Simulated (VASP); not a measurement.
The system is Be4Se3S.

```
CELL_PARAMETERS angstrom
10.11223 0.00000 0.00000
0.00000 10.11223 0.00000
0.00000 0.00000 10.11223
ATOMIC_POSITIONS crystal
Be 0.99840 0.00205 0.99610
Be 0.00369 0.99943 0.49528
Be 0.99928 0.50408 0.00172
Be 0.00165 0.49965 0.49830
Be 0.49929 0.99503 0.99942
Be 0.49829 0.00090 0.50201
Be 0.49852 0.49887 0.99868
Be 0.50209 0.50192 0.50410
Be 0.25031 0.24947 0.99785
Be 0.24742 0.24913 0.49981
Be 0.25213 0.74847 0.99977
Be 0.25343 0.74890 0.49832
Be 0.75062 0.24756 0.99905
Be 0.75007 0.24921 0.50018
Be 0.75031 0.74872 0.00102
Be 0.74749 0.75245 0.50062
Be 0.24831 0.99833 0.25158
Be 0.25029 0.99956 0.74916
Be 0.25093 0.50276 0.25265
Be 0.25249 0.49763 0.74491
Be 0.75008 0.00321 0.24977
Be 0.74756 0.99933 0.74923
Be 0.75111 0.49990 0.25000
Be 0.74908 0.49985 0.75473
Be 0.00183 0.24825 0.24877
Be 0.00087 0.24942 0.74670
Be 0.00300 0.75241 0.24715
Be 0.00213 0.74965 0.74766
Be 0.49990 0.25003 0.25135
Be 0.49858 0.24982 0.75435
Be 0.50080 0.75205 0.25046
Be 0.50191 0.75087 0.74904
Se 0.12216 0.12463 0.12806
Se 0.12532 0.12438 0.62583
Se 0.12681 0.63002 0.62335
Se 0.62937 0.12605 0.12386
Se 0.62792 0.12513 0.62133
Se 0.62660 0.62540 0.12693
Se 0.62994 0.62726 0.62315
Se 0.37772 0.37969 0.12391
Se 0.36867 0.37513 0.62730
Se 0.37712 0.87808 0.12374
Se 0.37459 0.87399 0.62544
Se 0.87442 0.37491 0.62664
Se 0.87290 0.87728 0.62436
Se 0.37431 0.12490 0.37276
Se 0.37515 0.62440 0.37514
Se 0.37688 0.62590 0.87585
Se 0.87472 0.12161 0.37670
Se 0.87645 0.12884 0.87580
Se 0.87328 0.62874 0.87677
Se 0.12494 0.37677 0.37801
Se 0.12413 0.37638 0.87825
Se 0.12716 0.87609 0.37643
Se 0.62334 0.37578 0.87333
Se 0.62978 0.87379 0.37884
S 0.12277 0.62509 0.12662
S 0.87701 0.37387 0.12756
S 0.87618 0.87257 0.12432
S 0.38040 0.12589 0.87516
S 0.87365 0.62254 0.37555
S 0.12779 0.87168 0.87777
S 0.62262 0.37333 0.37539
S 0.62325 0.87055 0.87528
```

```yaml
Program: VASP 6.6.1
Task: relaxation of volume and atoms at fixed shape
Functional: PBEsol
Potentials_or_basis: VASP PAW PBE potentials, release 64 (Be, Se, S)
Cutoff: 500 eV
k_mesh: 1 × 1 × 1, shifted
Occupations: fermi-dirac, width 0.05 eV
Spin: no spin polarisation
```

At the start: pressure 0.7 GPa; volume 16.16 Å³/atom.

Problem. Where does the relaxation end?

Solution. Over 10 steps the energy falls by 23.3 meV/atom and the volume is 16.20 Å³/atom (+0.3 %); space group P1 (No. 1, to 0.1 Å) before and after.

Step by step:
```tsv
step	energy change (eV)	largest force (eV/Å)	pressure (GPa)	volume (Å³)
1	0.0000	1.3094	0.71	1034.05
2	-1.0184	0.5788	-0.45	1044.81
3	-1.1491	0.4636	-0.94	1050.49
4	-1.3790	0.3100	0.08	1036.74
5	-1.4123	0.2238	0.68	1029.17
6	-1.4754	0.1410	-0.01	1037.31
7	-1.4761	0.1401	-0.09	1038.27
8	-1.4853	0.0570	-0.02	1037.33
9	-1.4865	0.0552	0.02	1036.83
10	-1.4891	0.0284	0.01	1037.01
```

Final structure:
```
CELL_PARAMETERS angstrom
10.12186 0.00000 0.00000
0.00000 10.12186 0.00000
0.00000 0.00000 10.12186
ATOMIC_POSITIONS crystal
Be 0.00002 0.98950 0.99989
Be 0.99986 0.00032 0.49980
Be 0.99943 0.50103 0.01129
Be 0.99466 0.50675 0.49401
Be 0.50050 0.00018 0.99082
Be 0.50069 0.99983 0.50038
Be 0.50069 0.50145 0.00099
Be 0.50593 0.49433 0.49572
Be 0.25556 0.24364 0.99548
Be 0.24876 0.25054 0.49943
Be 0.23939 0.74926 0.00066
Be 0.25146 0.74990 0.50035
Be 0.75654 0.25518 0.00597
Be 0.74466 0.25381 0.49550
Be 0.75030 0.75939 0.00129
Be 0.75690 0.74412 0.49414
Be 0.24976 0.00018 0.24803
Be 0.25009 0.99879 0.76151
Be 0.24434 0.50587 0.24411
Be 0.24963 0.50059 0.74952
Be 0.75621 0.99490 0.24312
Be 0.74493 0.99567 0.75435
Be 0.75522 0.49606 0.25457
Be 0.75115 0.50107 0.75181
Be 0.99574 0.25473 0.24359
Be 0.99925 0.24996 0.74997
Be 0.99405 0.74439 0.24377
Be 0.00593 0.75543 0.75601
Be 0.50629 0.25518 0.25383
Be 0.49462 0.24380 0.75559
Be 0.50111 0.74998 0.24877
Be 0.50607 0.75452 0.75491
Se 0.12369 0.12389 0.12200
Se 0.12693 0.12347 0.62836
Se 0.12391 0.62699 0.62513
Se 0.62707 0.12522 0.12378
Se 0.62421 0.12554 0.62682
Se 0.62985 0.62525 0.12660
Se 0.62748 0.62535 0.62406
Se 0.37524 0.37538 0.12537
Se 0.37650 0.37376 0.62567
Se 0.37458 0.87493 0.12112
Se 0.37583 0.87646 0.62944
Se 0.87423 0.37695 0.62269
Se 0.87557 0.87399 0.62675
Se 0.37658 0.12656 0.37437
Se 0.37631 0.62364 0.37396
Se 0.37419 0.62789 0.87650
Se 0.87447 0.12664 0.37238
Se 0.87540 0.12270 0.87763
Se 0.87723 0.62837 0.87974
Se 0.12257 0.37822 0.37247
Se 0.12505 0.37559 0.87848
Se 0.12316 0.87231 0.37217
Se 0.62561 0.37391 0.87699
Se 0.62895 0.87438 0.37390
S 0.12134 0.62689 0.12551
S 0.87551 0.37837 0.12827
S 0.87705 0.87257 0.12352
S 0.37567 0.12199 0.87591
S 0.87535 0.62422 0.37054
S 0.12567 0.87495 0.87877
S 0.62844 0.37636 0.37396
S 0.62584 0.87644 0.87706
```

Caveat: the PAW data sets were made with another functional, which shifts forces and pressure a little.
